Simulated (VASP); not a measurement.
# SrO (Fm-3m) in VASP: settings compared

Aim: see how the results for SrO move with the level of theory and the settings. Levels: RPBE+D4, HSE06, PBE, PBE+D3(BJ). Tasks: relaxation of cell and atoms, single point.

Everything below comes from runs of VASP 6.6.1. Logs are shortened: lines on timing, memory, paths and dates and some standing lists are left out, and cuts for length are marked.

## 1. The cell of the first run

Symmetry: Fm-3m, No. 225, cubic system. The conventional cell has a = 5.133 Å, b = 5.133 Å, c = 5.133 Å, α = 90.00°, β = 90.00°, γ = 90.00°. Sr (site symmetry m-3m) has 6 O at 2.57 Å within 3.4 Å. Within 3.4 Å of O (site symmetry m-3m) lie 6 Sr at 2.57 Å.

## 2. Relaxation of cell and atoms, RPBE+D4

Input file INCAR:

```
ALGO = Normal
EDIFF = 1E-6
EDIFFG = -0.01
ENCUT = 600
GGA = RP
IBRION = 2
ISIF = 3
ISMEAR = -1
IVDW = 13
LASPH = True
LCHARG = False
LREAL = False
LWAVE = False
NELM = 80
NSW = 80
PREC = Accurate
SIGMA = 0.05
```

Input file KPOINTS:

```
k-points
0
Gamma
  9 9 9
```

Input file POSCAR:

```
SrO
1.0
    0.0000000000      2.5663000000      2.5663000000
    2.5663000000      0.0000000000      2.5663000000
    2.5663000000      2.5663000000      0.0000000000
Sr O
1 1
Direct
    0.5000000000      0.5000000000      0.5000000000
    0.0000000000      0.0000000000      0.0000000000
```

Potentials or basis: VASP PAW PBE potentials, release 64 (Sr_sv, O).

On the command line:

```
$ cat potpaw_PBE.64/Sr_sv/POTCAR potpaw_PBE.64/O/POTCAR > POTCAR
$ mpirun -np 1 vasp_std > vasp.out
```

OUTCAR:

```text
EDIFF = 1E-6
   EDIFFG = -0.01
   ENCUT = 600
   GGA = RP
   IBRION = 2
   ISIF = 3
   ISMEAR = -1
   IVDW = 13
   LASPH = True
   LREAL = False
   NELM = 80
   NSW = 80
   PREC = Accurate

 ion  position               nearest neighbor table
   1  0.500  0.500  0.500-   2 2.57   2 2.57   2 2.57   2 2.57   2 2.57   2 2.57
   2  0.000  0.000  0.000-   1 2.57   1 2.57   1 2.57   1 2.57   1 2.57   1 2.57

  LATTYP: Found a face centered cubic cell.
 ALAT       =     5.1326000000

  Lattice vectors:

 A1 = (   0.0000000000,   2.5663000000,   2.5663000000)
 A2 = (   2.5663000000,   0.0000000000,   2.5663000000)
 A3 = (   2.5663000000,   2.5663000000,   0.0000000000)

Analysis of symmetry for initial positions (statically):
=====================================================================
 Subroutine PRICEL returns:
 Original cell was already a primitive cell.

 Routine SETGRP: Setting up the symmetry group for a
 face centered cubic supercell.

 Subroutine GETGRP returns: Found 48 space group operations
 (whereof 48 operations were pure point group operations)
 out of a pool of 48 trial point group operations.

The static configuration has the point symmetry O_h .

Analysis of symmetry for dynamics (positions and initial velocities):
=====================================================================
 Subroutine PRICEL returns:
 Original cell was already a primitive cell.

 Routine SETGRP: Setting up the symmetry group for a
 face centered cubic supercell.

 Subroutine GETGRP returns: Found 48 space group operations
 (whereof 48 operations were pure point group operations)
 out of a pool of 48 trial point group operations.

The dynamic configuration has the point symmetry O_h .

 Subroutine INISYM returns: Found 48 space group operations
 (whereof 48 operations are pure point group operations),
 and found     1 'primitive' translations

----------------------------------------------------------------------------------------

                                     Primitive cell

  volume of cell :      33.8028

  direct lattice vectors                    reciprocal lattice vectors
     0.000000000  2.566300000  2.566300000    -0.194833028  0.194833028  0.194833028
     2.566300000  0.000000000  2.566300000     0.194833028 -0.194833028  0.194833028
     2.566300000  2.566300000  0.000000000     0.194833028  0.194833028 -0.194833028

  length of vectors
     3.629296265  3.629296265  3.629296265     0.337460704  0.337460704  0.337460704

  position of ions in fractional coordinates (direct lattice)
     0.500000000  0.500000000  0.500000000
     0.000000000  0.000000000  0.000000000

  ion indices of the primitive-cell ions
   primitive index   ion index
                 1           1
                 2           2

----------------------------------------------------------------------------------------

 KPOINTS: k-points

Automatic generation of k-mesh.
 Grid dimensions read from file:
 generate k-points for:    9    9    9

 Generating k-lattice:

  Cartesian coordinates                     Fractional coordinates (reciprocal lattice)
    -0.021648114  0.021648114  0.021648114     0.111111111  0.000000000  0.000000000
     0.021648114 -0.021648114  0.021648114     0.000000000  0.111111111  0.000000000
     0.021648114  0.021648114 -0.021648114     0.000000000  0.000000000  0.111111111

  Length of vectors
     0.037495634  0.037495634  0.037495634

  Shift w.r.t. Gamma in fractional coordinates (k-lattice)
     0.000000000  0.000000000  0.000000000

 Subroutine IBZKPT returns following result:
 ===========================================

 Found     35 irreducible k-points:

 Following reciprocal coordinates:
            Coordinates               Weight
  0.000000  0.000000  0.000000      1.000000
  0.111111  0.000000  0.000000      8.000000
  0.222222  0.000000  0.000000      8.000000
  0.333333  0.000000  0.000000      8.000000
  0.444444  0.000000  0.000000      8.000000
  0.111111  0.111111  0.000000      6.000000
[... 16 lines left out ...]
 -0.333333  0.333333  0.000000     12.000000
  0.444444  0.444444  0.000000      6.000000
 [... further k-points ...]
   k-points           NKPTS =     35   k-points in BZ     NKDIM =     35   number of bands    NBANDS=     12
   number of dos      NEDOS =    301   number of ions     NIONS =      2
   total plane-waves  NPLWV =  27000
   dimension x,y,z NGX =    30 NGY =   30 NGZ =   30
   dimension x,y,z NGXF=    60 NGYF=   60 NGZF=   60
   ions per type =               1   1
   NGX,Y,Z   is equivalent  to a cutoff of  13.74, 13.74, 13.74 a.u.
   NGXF,Y,Z  is equivalent  to a cutoff of  27.48, 27.48, 27.48 a.u.
 SYSTEM =  unknown system
   PREC   = accura    normal or accurate (medium, high low for compatibility)
   ISTART =      0    job   : 0-new  1-cont  2-samecut
   ICHARG =      2    charge: 1-file 2-atom 10-const
   ISPIN  =      1    spin polarized calculation?
   LNONCOLLINEAR =      F non collinear calculations
   LSORBIT =      F    spin-orbit coupling
   LASPH  =      T    aspherical Exc in radial PAW
   ENCUT  =  600.0 eV  44.10 Ry    6.64 a.u.   7.25  7.25  7.25*2*pi/ulx,y,z
   NELM   =     80;   NELMIN=  2; NELMDL= -5     # of ELM steps
   EDIFF  = 0.1E-05   stopping-criterion for ELM
   LREAL  =      F    real-space projection
   EDIFFG = -.1E-01   stopping-criterion for IOM
   NSW    =     80    number of steps for IOM
   IBRION =      2    ionic relax: 0-MD 1-quasi-New 2-CG
   NFREE  =      1    steps in history (QN), initial steepest desc. (CG)
   ISIF   =      3    stress and relaxation
   ISYM   =      2    0-nonsym 1-usesym 2-fastsym
   POTIM  = 0.5000    time-step for ionic-motion
   TEBEG  =    0.0;   TEEND  =   0.0 temperature during run
   PSTRESS=    0.0 pullay stress
   NELECT =      16.0000    total number of electrons
   NUPDOWN=      -1.0000    fix difference up-down
   EMIN   =  10.00;   EMAX   =-10.00  energy-range for DOS
   EFERMI =   0.00;   METHOD = LEGACY
   ISMEAR =    -1;   SIGMA  =   0.05  broadening in eV -4-tet -1-fermi 0-gaus
   EFERMI_NEDOS =   21; number of points for ismear=-14 and -15
   IALGO  =     38    algorithm
   IMIX   =      4    mixing-type and parameters
     AMIX     =   0.40;   BMIX     =  1.00
     AMIX_MAG =   1.60;   BMIX_MAG =  1.00
  volume/ion in A,a.u.               =      16.90       114.06
  Fermi-wavevector in a.u.,A,eV,Ry     =   1.275843  2.410995 22.147245  1.627777
  Thomas-Fermi vector in A             =   2.408533
   LORBIT       =      0    0 simple, 1 ext, 2 COOP (PROOUT), +10 PAW based schemes
   GGA     = RP    functional components
   LHFCALC =     F    Hartree Fock is set to
   AEXX    =    0.0000 exact exchange contribution
   IVDW    =    13    specifies the selected vdW correction
   LEPSILON=     F    determine dielectric tensor
   LRPA    =     F    only Hartree local field effects (RPA)
 conjugate gradient relaxation of ions
 non-spin polarized calculation
  energy-cutoff  :      600.00
  volume of cell :       33.80
 maximum number of plane-waves:      1147
 NGX is ok and might be reduce to    30
   NGX = 15   NGY = 15   NGZ = 15

--------------------------------------- Ionic step        1  -------------------------------------------

 number of electron      15.9999997 magnetization

 Free energy of the ion-electron system (eV)
  ---------------------------------------------------
  ext. energy  EPLUGINS =         0.00000000
  ---------------------------------------------------
  free energy    TOTEN  =       -11.33325319 eV

  energy without entropy =      -11.33325318  energy(sigma->0) =      -11.33325318

------------------------ aborting loop because EDIFF is reached ----------------------------------------

  DFT-D4 for vdW energy calculation

  Edisp (eV):   -0.63662

  FORCE on cell =-STRESS in cart. coord.  units (eV):
  Direction    XX          YY          ZZ          XY          YZ          ZX
  --------------------------------------------------------------------------------------
  -------------------------------------------------------------------------------------
  Total       0.78264     0.78264     0.78264    -0.00000     0.00000     0.00000
  in kB      37.09559    37.09559    37.09559    -0.00000     0.00000     0.00000
  external pressure =       37.10 kB  Pullay stress =        0.00 kB

 VOLUME and BASIS-vectors are now :
 -----------------------------------------------------------------------------
  energy-cutoff  :      600.00
  volume of cell :       33.80
      direct lattice vectors                 reciprocal lattice vectors
     0.000000000  2.566300000  2.566300000    -0.194833028  0.194833028  0.194833028
     2.566300000  0.000000000  2.566300000     0.194833028 -0.194833028  0.194833028
     2.566300000  2.566300000  0.000000000     0.194833028  0.194833028 -0.194833028
[... 41 lines left out ...]
 POSITION                                       TOTAL-FORCE (eV/Angst)
 -----------------------------------------------------------------------------------
      2.61475      2.61475      2.61475         0.000000      0.000000      0.000000
      5.22950      5.22950      5.22950        -0.000000     -0.000000     -0.000000
 -----------------------------------------------------------------------------------
    total drift:                                0.000000      0.000000      0.000000

  FREE ENERGIE OF THE ION-ELECTRON SYSTEM (eV)
  ---------------------------------------------------
  free  energy   TOTEN  =       -11.9841994642 eV

  energy  without entropy=      -11.9841994641  energy(sigma->0) =      -11.98419946

--------------------------------------- Ionic step        3  -------------------------------------------

 number of electron      16.0000001 magnetization

 Free energy of the ion-electron system (eV)
  ---------------------------------------------------
  ext. energy  EPLUGINS =         0.00000000
  ---------------------------------------------------
  free energy    TOTEN  =       -11.37661502 eV

  energy without entropy =      -11.37661502  energy(sigma->0) =      -11.37661502

 E-fermi :   2.8166     XC(G=0):  -9.5987

 val. band max:        1.6778030051   @ k =   0.0000   0.0000   0.0000
 cond. band min:       5.1319771558   @ k =   0.4444   0.4444   0.0000
 fundamental gap:      3.4541741507
 Fermi energy:         2.8165645873

 k-point     1 :       0.0000    0.0000    0.0000
  band No.  band energies     occupation
      1     -30.9432      2.00000
      2     -13.4612      2.00000
      3     -12.6257      2.00000
      4     -12.6257      2.00000
      5     -12.6257      2.00000
      6       1.6778      2.00000
      7       1.6778      2.00000
      8       1.6778      2.00000
      9       5.5851      0.00000
     10       7.8679      0.00000
     11       7.8679      0.00000
     12       7.8679      0.00000

 k-point     2 :       0.1111    0.0000    0.0000
  band No.  band energies     occupation
      1     -30.9299      2.00000
      2     -13.7725      2.00000
      3     -12.6344      2.00000
      4     -12.6344      2.00000
      5     -12.3477      2.00000
      6       1.3295      2.00000
      7       1.5309      2.00000
      8       1.5309      2.00000
      9       6.1275      0.00000
     10       7.7535      0.00000
     11       8.0980      0.00000
     12       8.0980      0.00000
[... 316 lines left out ...]
 k-point    24 :       0.4444    0.4444    0.0000
  band No.  band energies     occupation
      1     -30.7988      2.00000
      2     -13.7528      2.00000
      3     -13.0791      2.00000
      4     -12.9329      2.00000
      5     -12.9329      2.00000
      6       1.0944      2.00000
      7       1.5609      2.00000
      8       1.5609      2.00000
      9       5.1320      0.00000
     10       9.1520      0.00000
     11      11.5108      0.00000
     12      11.8825      0.00000

 [... further k-points ...]

------------------------ aborting loop because EDIFF is reached ----------------------------------------

  DFT-D4 for vdW energy calculation

  Edisp (eV):   -0.60933

  FORCE on cell =-STRESS in cart. coord.  units (eV):
  Direction    XX          YY          ZZ          XY          YZ          ZX
  --------------------------------------------------------------------------------------
  -------------------------------------------------------------------------------------
  Total       0.00223     0.00223     0.00223     0.00000     0.00000     0.00000
  in kB       0.10149     0.10149     0.10149     0.00000     0.00000     0.00000
  external pressure =        0.10 kB  Pullay stress =        0.00 kB

 VOLUME and BASIS-vectors are now :
 -----------------------------------------------------------------------------
  energy-cutoff  :      600.00
  volume of cell :       35.25
      direct lattice vectors                 reciprocal lattice vectors
    -0.000000000  2.602335355  2.602335355    -0.192135114  0.192135114  0.192135114
     2.602335355  0.000000000  2.602335355     0.192135114 -0.192135114  0.192135114
     2.602335355  2.602335355  0.000000000     0.192135114  0.192135114 -0.192135114

 POSITION                                       TOTAL-FORCE (eV/Angst)
 -----------------------------------------------------------------------------------
      2.60234      2.60234      2.60234        -0.000000     -0.000000      0.000000
      0.00000      0.00000      0.00000         0.000000      0.000000     -0.000000
 -----------------------------------------------------------------------------------
    total drift:                               -0.000000      0.000000      0.000000

  FREE ENERGIE OF THE ION-ELECTRON SYSTEM (eV)
  ---------------------------------------------------
  free  energy   TOTEN  =       -11.9859482079 eV

  energy  without entropy=      -11.9859482079  energy(sigma->0) =      -11.98594821

 reached required accuracy - stopping structural energy minimisation
```

Run time: 46 s. Hardware: 1 thread of AMD EPYC 9R14 (Zen 4), shared host; peak memory 0.15 GiB.

What came out:

* Free energy: -11.9859 eV
* Relaxed volume: 17.62 Å³/atom
* Relaxed cell: a = 3.680 Å, b = 3.680 Å, c = 3.680 Å, α = 60.00°, β = 60.00°, γ = 60.00°
* Space group after relaxing (to 0.1 Å): Fm-3m (No. 225)
* Energy gained by relaxing: 8.0 meV/atom
* Ionic steps: 3
* Pressure after relaxing: 0.0 GPa
* Band gap on the k mesh: 3.45 eV (least direct gap 3.57 eV)
* Dispersion energy per atom: -0.305 eV

The path:
```
step  energy change (eV)  largest force (eV/Å)  pressure (GPa)  volume (Å³)
   1              0.0000                0.0000            3.71        33.80
   2             -0.0143                0.0000           -1.10        35.75
   3             -0.0161                0.0000            0.01        35.25
```

Final structure:
```
Sr O
1.0
     0.00000    2.60234    2.60234
     2.60234    0.00000    2.60234
     2.60234    2.60234    0.00000
Sr O
1 1
Direct
  0.50000 0.50000 0.50000
  0.00000 0.00000 0.00000
```

Levels at points of the mesh, in eV from the valence-band top:
```csv
k point,band 5,band 6,band 7,band 8,band 9,band 10,band 11,band 12
"(0.00, 0.00, 0.00)",-14.30,0.00,0.00,0.00,3.91,6.19,6.19,6.19
```

Caveat: the PAW data sets were made with another functional, which shifts forces and pressure a little; an odd mesh through Γ misses points on the zone boundary, where band edges can lie.

## 3. Single point, HSE06, non-collinear spin, zero start, spin-orbit coupling

POSCAR is that of step 2.

Input file INCAR.step1:

```
PREC = Accurate
ENCUT = 520
EDIFF = 1E-5
ISMEAR = -1
SIGMA = 0.05
LREAL = False
LASPH = True
NELM = 150
ALGO = Normal
ISIF = 2
LWAVE = True
LCHARG = False
MAGMOM = 0 0 0 0 0 0
LORBIT = 11
LSORBIT = True
GGA_COMPAT = False
LORBMOM = True
NBANDS = 28
GGA = PE
```

Input file INCAR.step2:

```
PREC = Accurate
ENCUT = 520
EDIFF = 1E-7
ISMEAR = -1
SIGMA = 0.05
LREAL = False
LASPH = True
NELM = 150
ALGO = Normal
ISIF = 2
LWAVE = False
LCHARG = False
MAGMOM = 0 0 0 0 0 0
LORBIT = 11
LSORBIT = True
GGA_COMPAT = False
LORBMOM = True
GGA = PE
LHFCALC = True
HFSCREEN = 0.2079
PRECFOCK = Normal
NBANDS = 28
ISTART = 1
```

Input file KPOINTS:

```
Automatic mesh
0
Gamma
  4 4 4
```

Potentials or basis: VASP PAW PBE potentials, release 64 (Sr_sv, O).

On the command line:

```
$ cat potpaw_PBE.64/Sr_sv/POTCAR potpaw_PBE.64/O/POTCAR > POTCAR
$ cp INCAR.step1 INCAR
$ mpirun -np 1 vasp_ncl > vasp.out
$ cp INCAR.step2 INCAR
$ mpirun -np 1 vasp_ncl > vasp.out
```

Wall time 53 min (1 thread of AMD EPYC 7R43 (Zen 3), shared host); peak memory 0.33 GiB.

It converged, with:

```
Free energy                                           : -14.2636 eV
Pressure                                              : 1.7 GPa
Net moment                                            : 0.00 μB per cell
Valence electrons inside the program's atomic spheres : Sr 8.13; O 5.01
```

Moments on the atoms (μB; x, y, z):
```
Sr  0.00 0.00 0.00
O   0.00 0.00 0.00
```

Caveat: the k points lie up to 0.53 Å⁻¹ apart; the PAW data sets were made with another functional, which shifts forces and pressure a little.

(Continued in part 2 of 2.)
